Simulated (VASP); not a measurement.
Runs of VASP 6.6.1 on PdI (zincblende type). The structure is that of space group F-43m (No. 216), or close to it. The cells are those of the table. 

| task | cell | cutoff (eV) | gap on the mesh (eV) | pressure (GPa) |
| --- | --- | --- | --- | --- |
| single point | a = 3.814 Å, angles 60.0°, 2 atoms | 520 | none | 55.9 |
| relaxation of cell and atoms | relaxed from a = 4.365 Å, angles 60.0°, 2 atoms | 600 | none | 0.0 |
| single point | a = 4.148 Å, angles 60.0°, 2 atoms | 520 | none | 8.4 |
| single point | a = 4.296 Å, angles 60.0°, 2 atoms | 520 | none | (b) |
| single point | a = 3.410 Å, angles 60.0°, 2 atoms | 520 | none | (a) |
| single point | a = 3.623 Å, angles 60.0°, 2 atoms | 520 | none | 119.3 |

Alike in all rows: level PBEsol; potentials or basis VASP PAW PBE potentials, release 64 (Pd, I); no spin polarisation; k mesh 12 × 12 × 12; smearing fermi-dirac 0.1 eV.

Fill in the values left out.

(a) 254.6; (b) -0.1.

Caveats: the PAW data sets were made with another functional, which shifts forces and pressure a little; spin-orbit coupling is left out, which moves the levels of the heavy elements; an odd number of electrons without spin polarisation forces a metal; a magnetic or distorted state may lie lower; the cell stands under pressure (at least some runs).

A k mesh can miss the band edges, and the runs leave out spin-orbit coupling on I, Pd.

A gap of «none» marks levels without a gap at the run's occupations.
